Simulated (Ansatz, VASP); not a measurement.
# Fe: VASP beside Ansatz

```
Fe
1.0
    -1.44356    1.44356    1.44356
     1.44356   -1.44356    1.44356
     1.44356    1.44356   -1.44356
Fe
1
Direct
  0.00000 0.00000 0.00000
```

Alike in both runs: task single point; functional PBE; k mesh 20 × 20 × 20; occupations gaussian, width 0.1 eV; collinear spin.

```csv
,VASP,Ansatz
version,VASP 6.6.1,Ansatz 0.2.0
potentials or method,"VASP PAW PBE potentials, release 64 (Fe), cutoff 520 eV","scalar-relativistic, plane waves, PAW"
valence electrons in the cell,8,16
```

```csv
,VASP,Ansatz,Ansatz less VASP
gap on the k mesh at the Fermi level (eV),none,none,-
pressure (GPa),-9.5,-9.8,-0.22
net moment per atom (μB),2.29,2.26,-0.026
size of the moment on the site where the two differ most (μB),2.29,2.32,+0.024
```

Site moments also hang on the region over which each program counts them. A gap of «none» marks a metal or a gap that the smearing closes. VASP's potentials hold 8 valence electrons a cell and Ansatz's 16, so a difference there can come from the potentials and not from the codes.
